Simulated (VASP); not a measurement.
# Li2S (Fm-3m) in VASP: further runs

The runs below take Li2S through relaxation of cell and atoms, with PBEsol, LDA, r2SCAN.

Program: VASP 6.6.1. These are calculated values, not measurements. Logs are shortened: lines on timing, memory, paths and dates and some standing lists are left out, and cuts for length are marked.

### 1 The cell of the first run

It takes space group Fm-3m (No. 225, cubic). Conventional cell: a = 5.706 Å, b = 5.706 Å, c = 5.706 Å, α = 90.00°, β = 90.00°, γ = 90.00°. S (site symmetry m-3m) has 8 Li at 2.47 Å within 3.3 Å. Li (site symmetry -43m) has 4 S at 2.47 Å and 6 Li at 2.85 Å within 3.3 Å.

### 2 Relaxation of cell and atoms, PBEsol

INCAR

```
PREC = Accurate
ENCUT = 750
EDIFF = 1E-7
ISMEAR = -1
SIGMA = 0.02
LREAL = False
LASPH = True
NELM = 120
ALGO = Normal
ISIF = 3
LWAVE = False
LCHARG = False
GGA = PS
IBRION = 2
NSW = 80
EDIFFG = -0.005
GGA_COMPAT = False
NELMIN = 4
```

KPOINTS

```
Automatic mesh
0
Gamma
  8 8 8
```

POSCAR

```
Li2S
1.0
    0.0000000000      2.8528286925      2.8528286925
    2.8528286925      0.0000000000      2.8528286925
    2.8528286925      2.8528286925      0.0000000000
S Li
1 2
Direct
    0.0000000000      0.0000000000      0.0000000000
    0.2500000000      0.2500000000      0.2500000000
    0.7500000000      0.7500000000      0.7500000000
```

Potentials or basis: VASP PAW PBE potentials, release 64 (S, Li_sv).

Started as:

```console
$ cat potpaw_PBE.64/S/POTCAR potpaw_PBE.64/Li_sv/POTCAR > POTCAR
$ mpirun -np 1 vasp_std > vasp.out
```

OUTCAR:

```text
PREC = Accurate
   ENCUT = 750
   EDIFF = 1E-7
   ISMEAR = -1
   LREAL = False
   LASPH = True
   NELM = 120
   ISIF = 3
   GGA = PS
   IBRION = 2
   NSW = 80
   EDIFFG = -0.005
   NELMIN = 4

 ion  position               nearest neighbor table
   1  0.000  0.000  0.000-   3 2.47   3 2.47   3 2.47   2 2.47   3 2.47   2 2.47   2 2.47   2 2.47

   2  0.250  0.250  0.250-   1 2.47   1 2.47   1 2.47   1 2.47
   3  0.750  0.750  0.750-   1 2.47   1 2.47   1 2.47   1 2.47

  LATTYP: Found a face centered cubic cell.
 ALAT       =     5.7056573850

  Lattice vectors:

 A1 = (   0.0000000000,   2.8528286925,   2.8528286925)
 A2 = (   2.8528286925,   0.0000000000,   2.8528286925)
 A3 = (   2.8528286925,   2.8528286925,   0.0000000000)

Analysis of symmetry for initial positions (statically):
=====================================================================
 Subroutine PRICEL returns:
 Original cell was already a primitive cell.

 Routine SETGRP: Setting up the symmetry group for a
 face centered cubic supercell.

 Subroutine GETGRP returns: Found 48 space group operations
 (whereof 48 operations were pure point group operations)
 out of a pool of 48 trial point group operations.

The static configuration has the point symmetry O_h .

Analysis of symmetry for dynamics (positions and initial velocities):
=====================================================================
 Subroutine PRICEL returns:
 Original cell was already a primitive cell.

 Routine SETGRP: Setting up the symmetry group for a
 face centered cubic supercell.

 Subroutine GETGRP returns: Found 48 space group operations
 (whereof 48 operations were pure point group operations)
 out of a pool of 48 trial point group operations.

The dynamic configuration has the point symmetry O_h .

 Subroutine INISYM returns: Found 48 space group operations
 (whereof 48 operations are pure point group operations),
 and found     1 'primitive' translations

----------------------------------------------------------------------------------------

                                     Primitive cell

  volume of cell :      46.4362

  direct lattice vectors                    reciprocal lattice vectors
     0.000000000  2.852828693  2.852828693    -0.175264642  0.175264642  0.175264642
     2.852828693  0.000000000  2.852828693     0.175264642 -0.175264642  0.175264642
     2.852828693  2.852828693  0.000000000     0.175264642  0.175264642 -0.175264642

  length of vectors
     4.034509028  4.034509028  4.034509028     0.303567265  0.303567265  0.303567265
[... 102 lines left out ...]
     AMIX     =   0.40;   BMIX     =  1.00
     AMIX_MAG =   1.60;   BMIX_MAG =  1.00
  volume/ion in A,a.u.               =      15.48       104.46
  Fermi-wavevector in a.u.,A,eV,Ry     =   1.042756  1.970524 14.794173  1.087341
  Thomas-Fermi vector in A             =   2.177436
   LORBIT       =      0    0 simple, 1 ext, 2 COOP (PROOUT), +10 PAW based schemes
   GGA     = PS    functional components
   LHFCALC =     F    Hartree Fock is set to
   AEXX    =    0.0000 exact exchange contribution
   IVDW    =     0    specifies the selected vdW correction
   LEPSILON=     F    determine dielectric tensor
   LRPA    =     F    only Hartree local field effects (RPA)
 conjugate gradient relaxation of ions
 non-spin polarized calculation
  energy-cutoff  :      750.00
  volume of cell :       46.44
 maximum number of plane-waves:      2200
   NGX = 17   NGY = 17   NGZ = 17

--------------------------------------- Ionic step        1  -------------------------------------------

 number of electron      11.9999999 magnetization

 Free energy of the ion-electron system (eV)
  ---------------------------------------------------
  ext. energy  EPLUGINS =         0.00000000
  ---------------------------------------------------
  free energy    TOTEN  =       -12.37330152 eV

  energy without entropy =      -12.37330152  energy(sigma->0) =      -12.37330152

------------------------ aborting loop because EDIFF is reached ----------------------------------------

  FORCE on cell =-STRESS in cart. coord.  units (eV):
  Direction    XX          YY          ZZ          XY          YZ          ZX
  --------------------------------------------------------------------------------------
  -------------------------------------------------------------------------------------
  Total       -0.3176170     -0.3176170     -0.3176170     -0.0000000     -0.0000000      0.0000000
  in kB      -10.9586547    -10.9586547    -10.9586547     -0.0000000     -0.0000000      0.0000000
  external PRESSURE =     -10.9586547 kB  Pullay stress =       0.0000000 kB
[... 61 lines left out ...]
--------------------------------------- Ionic step        3  -------------------------------------------

 number of electron      11.9999996 magnetization

 Free energy of the ion-electron system (eV)
  ---------------------------------------------------
  ext. energy  EPLUGINS =         0.00000000
  ---------------------------------------------------
  free energy    TOTEN  =       -12.37763373 eV

  energy without entropy =      -12.37763373  energy(sigma->0) =      -12.37763373

 E-fermi :   2.0181     XC(G=0):  -8.7262

 val. band max:        1.5526091946   @ k =   0.0000   0.0000   0.0000
 cond. band min:       4.7575552655   @ k =   0.5000   0.5000   0.0000
 fundamental gap:      3.2049460709
 Fermi energy:         2.0181170777

 k-point     1 :       0.0000    0.0000    0.0000
  band No.  band energies     occupation
      1     -41.8955      2.00000
      2     -41.8456      2.00000
      3      -9.5294      2.00000
      4       1.5526      2.00000
      5       1.5526      2.00000
      6       1.5526      2.00000
      7       5.7684      0.00000
      8       7.7117      0.00000
      9       7.7117      0.00000
     10       7.7117      0.00000
[... 287 lines left out ...]
 k-point    24 :      -0.3750    0.2500    0.1250
  band No.  band energies     occupation
      1     -41.8694      2.00000
      2     -41.8694      2.00000
      3      -9.0000      2.00000
      4      -1.1419      2.00000
      5       0.2553      2.00000
      6       0.6024      2.00000
      7       7.3084      0.00000
      8       8.1670      0.00000
      9       9.9032      0.00000
     10      10.5541      0.00000

 [... further k-points ...]

------------------------ aborting loop because EDIFF is reached ----------------------------------------

  FORCE on cell =-STRESS in cart. coord.  units (eV):
  Direction    XX          YY          ZZ          XY          YZ          ZX
  --------------------------------------------------------------------------------------
  -------------------------------------------------------------------------------------
  Total       -0.0033568     -0.0033568     -0.0033568     -0.0000000     -0.0000000      0.0000000
  in kB       -0.1189583     -0.1189583     -0.1189583     -0.0000000     -0.0000000      0.0000000
  external PRESSURE =      -0.1189583 kB  Pullay stress =       0.0000000 kB
[... 18 lines left out ...]
  FREE ENERGIE OF THE ION-ELECTRON SYSTEM (eV)
  ---------------------------------------------------
  free  energy   TOTEN  =       -12.3776337294 eV

  energy  without entropy=      -12.3776337294  energy(sigma->0) =      -12.37763373

 reached required accuracy - stopping structural energy minimisation
```

CONTCAR:

```text
Li2S
   1.00000000000000
    -0.0000000000000000    2.8274980355712329    2.8274980355712329
     2.8274980355712329   -0.0000000000000000    2.8274980355712329
     2.8274980355712329    2.8274980355712329   -0.0000000000000000
  S               Li
     1     2
Direct
     0.0000000000000000    0.0000000000000000    0.0000000000000000
     0.2500000000000000    0.2500000000000000    0.2500000000000000
     0.7500000000000000    0.7500000000000000    0.7500000000000000

  0.00000000E+00  0.00000000E+00  0.00000000E+00
  0.00000000E+00  0.00000000E+00  0.00000000E+00
  0.00000000E+00  0.00000000E+00  0.00000000E+00
```

It took 39 s on 1 thread of Intel Xeon Platinum 8488C (Sapphire Rapids), shared host; peak memory 0.21 GiB.

What came out:

- Free energy: -12.3776 eV
- Relaxed volume: 15.07 Å³/atom
- Relaxed cell: a = 3.999 Å, b = 3.999 Å, c = 3.999 Å, α = 60.00°, β = 60.00°, γ = 60.00°
- Space group after relaxing (to 0.05 Å): Fm-3m (No. 225)
- Energy gained by relaxing: 1.4 meV/atom
- Ionic steps: 3
- Pressure after relaxing: 0.0 GPa
- Band gap on the k mesh: 3.21 eV, indirect (least direct gap 4.22 eV)

The path:
| step | energy change (eV) | largest force (eV/Å) | pressure (GPa) | volume (Å³) |
| --- | --- | --- | --- | --- |
| 1 | 0.0000 | 0.0000 | -1.10 | 46.44 |
| 2 | -0.0035 | 0.0000 | -0.49 | 45.73 |
| 3 | -0.0043 | 0.0000 | -0.01 | 45.21 |

Final structure:
```
S Li
1.0
     0.00000    2.82750    2.82750
     2.82750    0.00000    2.82750
     2.82750    2.82750    0.00000
S Li
1 2
Direct
  0.00000 0.00000 0.00000
  0.25000 0.25000 0.25000
  0.75000 0.75000 0.75000
```

Caveat: the PAW data sets were made with another functional, which shifts forces and pressure a little. A k mesh can miss the band edges.

### 3 Relaxation of cell and atoms, LDA

INCAR

```
SYSTEM = Li2S
PREC = Accurate
ENCUT = 750
EDIFF = 1E-7
ISMEAR = -1
SIGMA = 0.02
LREAL = .FALSE.
LASPH = .TRUE.
NELM = 120
ALGO = Normal
ISIF = 3
LWAVE = .FALSE.
LCHARG = .FALSE.
IBRION = 2
NSW = 80
EDIFFG = -0.005
GGA_COMPAT = .FALSE.
NELMIN = 4
```

KPOINTS

```
Automatic mesh
0
G
  8 8 8
  0 0 0
```

POSCAR is that of step 2.

Potentials or basis: VASP PAW LDA potentials, release 64 (S, Li_sv).

Started as:

```console
$ cat potpaw_LDA.64/S/POTCAR potpaw_LDA.64/Li_sv/POTCAR > POTCAR
$ mpirun -np 1 vasp_std > vasp.out
```

OUTCAR:

```text
SYSTEM = Li2S
   PREC = Accurate
   ENCUT = 750
   EDIFF = 1E-7
   ISMEAR = -1
   LREAL = .FALSE.
   LASPH = .TRUE.
   NELM = 120
   ISIF = 3
   IBRION = 2
   NSW = 80
   EDIFFG = -0.005
   NELMIN = 4

 ion  position               nearest neighbor table
   1  0.000  0.000  0.000-   3 2.47   3 2.47   3 2.47   2 2.47   3 2.47   2 2.47   2 2.47   2 2.47

   2  0.250  0.250  0.250-   1 2.47   1 2.47   1 2.47   1 2.47
   3  0.750  0.750  0.750-   1 2.47   1 2.47   1 2.47   1 2.47

  LATTYP: Found a face centered cubic cell.
 ALAT       =     5.7056573850

  Lattice vectors:

 A1 = (   0.0000000000,   2.8528286925,   2.8528286925)
 A2 = (   2.8528286925,   0.0000000000,   2.8528286925)
 A3 = (   2.8528286925,   2.8528286925,   0.0000000000)

Analysis of symmetry for initial positions (statically):
=====================================================================
 Subroutine PRICEL returns:
 Original cell was already a primitive cell.

 Routine SETGRP: Setting up the symmetry group for a
 face centered cubic supercell.

 Subroutine GETGRP returns: Found 48 space group operations
[... 174 lines left out ...]
  -------------------------------------------------------------------------------------
  Total       -0.8799101     -0.8799101     -0.8799101     -0.0000000      0.0000000     -0.0000000
  in kB      -30.3593030    -30.3593030    -30.3593030     -0.0000000      0.0000000     -0.0000000
  external PRESSURE =     -30.3593030 kB  Pullay stress =       0.0000000 kB
[... 98 lines left out ...]
--------------------------------------- Ionic step        4  -------------------------------------------

 number of electron      11.9999998 magnetization

 Free energy of the ion-electron system (eV)
  ---------------------------------------------------
  ext. energy  EPLUGINS =         0.00000000
  ---------------------------------------------------
  free energy    TOTEN  =       -13.01573134 eV

  energy without entropy =      -13.01573134  energy(sigma->0) =      -13.01573134

 E-fermi :   2.3540     XC(G=0):  -9.0956

 val. band max:        1.8468658327   @ k =   0.0000   0.0000   0.0000
 cond. band min:       4.9620170633   @ k =   0.5000   0.5000   0.0000
 fundamental gap:      3.1151512306
 Fermi energy:         2.3540156519

 k-point     1 :       0.0000    0.0000    0.0000
  band No.  band energies     occupation
      1     -41.2354      2.00000
      2     -41.1718      2.00000
      3      -9.3238      2.00000
      4       1.8469      2.00000
      5       1.8469      2.00000
      6       1.8469      2.00000
      7       6.2839      0.00000
      8       7.8833      0.00000
      9       7.8833      0.00000
     10       7.8833      0.00000
[... 287 lines left out ...]
 k-point    24 :      -0.3750    0.2500    0.1250
  band No.  band energies     occupation
      1     -41.2019      2.00000
      2     -41.2019      2.00000
      3      -8.7542      2.00000
      4      -1.0120      2.00000
      5       0.4656      2.00000
      6       0.8117      2.00000
      7       7.6108      0.00000
      8       8.5237      0.00000
      9      10.2829      0.00000
     10      10.9894      0.00000

 [... further k-points ...]
[... 5 lines left out ...]
  --------------------------------------------------------------------------------------
  -------------------------------------------------------------------------------------
  Total        0.0022580      0.0022580      0.0022580      0.0000000      0.0000000     -0.0000000
  in kB        0.0840068      0.0840068      0.0840068      0.0000000      0.0000000     -0.0000000
  external PRESSURE =       0.0840068 kB  Pullay stress =       0.0000000 kB
[... 18 lines left out ...]
  FREE ENERGIE OF THE ION-ELECTRON SYSTEM (eV)
  ---------------------------------------------------
  free  energy   TOTEN  =       -13.0157313379 eV

  energy  without entropy=      -13.0157313379  energy(sigma->0) =      -13.01573134

 reached required accuracy - stopping structural energy minimisation
```

It took 37 s on 1 thread of Intel Xeon Platinum 8488C (Sapphire Rapids), shared host; peak memory 0.18 GiB.

Results:

* Free energy: -13.0157 eV
* Relaxed volume: 14.35 Å³/atom
* Relaxed cell: a = 3.934 Å, b = 3.934 Å, c = 3.934 Å, α = 60.00°, β = 60.00°, γ = 60.00°
* Space group after relaxing (to 0.05 Å): Fm-3m (No. 225)
* Energy gained by relaxing: 11.3 meV/atom
* Ionic steps: 4
* Pressure after relaxing: 0.0 GPa
* Band gap on the k mesh: 3.12 eV, indirect (least direct gap 4.44 eV)

The path:
| step | energy change (eV) | largest force (eV/Å) | pressure (GPa) | volume (Å³) |
| --- | --- | --- | --- | --- |
| 1 | 0.0000 | 0.0000 | -3.04 | 46.44 |
| 2 | -0.0274 | 0.0000 | -1.43 | 44.49 |
| 3 | -0.0339 | 0.0000 | -0.10 | 43.16 |
| 4 | -0.0339 | 0.0000 | 0.01 | 43.06 |

Final structure:
```
S Li
1.0
     0.00000    2.78203    2.78203
     2.78203    0.00000    2.78203
     2.78203    2.78203    0.00000
S Li
1 2
Direct
  0.00000 0.00000 0.00000
  0.25000 0.25000 0.25000
  0.75000 0.75000 0.75000
```

Levels at points of the mesh, in eV from the valence-band top:
| k point | band 3 | band 4 | band 5 | band 6 | band 7 | band 8 | band 9 | band 10 |
| --- | --- | --- | --- | --- | --- | --- | --- | --- |
| (0.00, 0.00, 0.00) | -11.17 | 0.00 | 0.00 | 0.00 | 4.44 | 6.04 | 6.04 | 6.04 |
| (0.50, 0.00, 0.00) | -10.68 | -3.18 | -0.58 | -0.58 | 6.27 | 6.40 | 6.40 | 8.55 |
| (0.50, 0.50, 0.00) | -10.54 | -2.34 | -1.62 | -1.62 | 3.12 | 7.16 | 11.34 | 11.34 |

A k mesh can miss the band edges.

### 4 Relaxation of cell and atoms, r2SCAN

POSCAR is that of step 3.

INCAR.step1

```
ALGO = Normal
EDIFF = 1E-5
EDIFFG = -0.005
ENCUT = 830
GGA = PE
GGA_COMPAT = False
IBRION = 2
ISIF = 3
ISMEAR = -1
LASPH = True
LCHARG = False
LREAL = False
LWAVE = True
NELM = 120
NELMIN = 4
NSW = 100
PREC = Accurate
SIGMA = 0.02
```

INCAR.step2

```
ALGO = Normal
EDIFF = 1E-7
EDIFFG = -0.005
ENCUT = 830
GGA_COMPAT = False
IBRION = 2
ISIF = 3
ISMEAR = -1
ISTART = 1
LASPH = True
LCHARG = False
LMIXTAU = True
LREAL = False
LWAVE = False
METAGGA = R2SCAN
NELM = 120
NELMIN = 4
NSW = 80
PREC = Accurate
SIGMA = 0.02
```

KPOINTS

```
k-points
0
Gamma
  8 8 8
```

Potentials or basis: VASP PAW PBE potentials, release 64 (S, Li_sv).

Started as:

```console
$ cat potpaw_PBE.64/S/POTCAR potpaw_PBE.64/Li_sv/POTCAR > POTCAR
$ cp INCAR.step1 INCAR
$ mpirun -np 1 vasp_std > vasp.out
$ cp INCAR.step2 INCAR
$ mpirun -np 1 vasp_std > vasp.out
```

Run time: 4.2 min. Hardware: 1 thread of Intel Xeon Platinum 8488C (Sapphire Rapids), shared host; peak memory 0.27 GiB.

It converged, with:

- Free energy: -17.3843 eV
- Relaxed volume: 15.28 Å³/atom
- Relaxed cell: a = 4.017 Å, b = 4.017 Å, c = 4.017 Å, α = 60.00°, β = 60.00°, γ = 60.00°
- Space group after relaxing (to 0.05 Å): Fm-3m (No. 225)
- Energy gained by relaxing: 0.3 meV/atom
- Ionic steps: 3
- Pressure after relaxing: 0.0 GPa
- Band gap on the k mesh: 3.85 eV, indirect (least direct gap 5.08 eV)

The path:
```
step  energy change (eV)  largest force (eV/Å)  pressure (GPa)  volume (Å³)
   1              0.0000                0.0000           -0.53        46.44
   2             -0.0008                0.0000           -0.23        46.09
   3             -0.0010                0.0000           -0.01        45.85
```

Final structure:
```xyz
3
Lattice="0.0000 2.8407 2.8407 2.8407 0.0000 2.8407 2.8407 2.8407 0.0000" Properties=species:S:1:pos:R:3 pbc="T T T"
S     0.0000    0.0000    0.0000
Li    1.4204    1.4204    1.4204
Li    4.2611    4.2611    4.2611
```

Levels at points of the mesh, in eV from the valence-band top:
| k point | band 2 | band 3 | band 4 | band 5 | band 6 | band 7 | band 8 | band 9 | band 10 |
| --- | --- | --- | --- | --- | --- | --- | --- | --- | --- |
| (0.00, 0.00, 0.00) | -45.55 | -11.50 | 0.00 | 0.00 | 0.00 | 5.08 | 6.91 | 6.91 | 6.91 |
| (0.50, 0.00, 0.00) | -45.57 | -11.05 | -2.91 | -0.51 | -0.51 | 7.00 | 7.19 | 7.19 | 9.16 |
| (0.50, 0.50, 0.00) | -45.57 | -10.92 | -2.17 | -1.45 | -1.45 | 3.85 | 7.91 | 12.20 | 12.20 |

Caveat: the PAW data sets were made with another functional, which shifts forces and pressure a little. r2SCAN opens gaps a little over a GGA but as a rule still falls short of measured ones.

### 5 The runs side by side

```tsv
level	potentials or basis	cutoff (eV)	gap on the mesh (eV)	pressure (GPa)	relaxed volume (Å³/atom)
PBEsol	VASP PAW PBE potentials, release 64 (S, Li_sv)	750	3.21	0.0	15.07
LDA	VASP PAW LDA potentials, release 64 (S, Li_sv)	750	3.12	0.0	14.35
r2SCAN	VASP PAW PBE potentials, release 64 (S, Li_sv)	830	3.85	0.0	15.28
```

Alike in all rows: task relaxation of cell and atoms; no spin polarisation; cell relaxed; k mesh 8 × 8 × 8; smearing fermi-dirac 0.02 eV.

Caveats: the PAW data sets were made with another functional, which shifts forces and pressure a little (some runs).

Absolute energies hang on the potentials; compare differences alone.
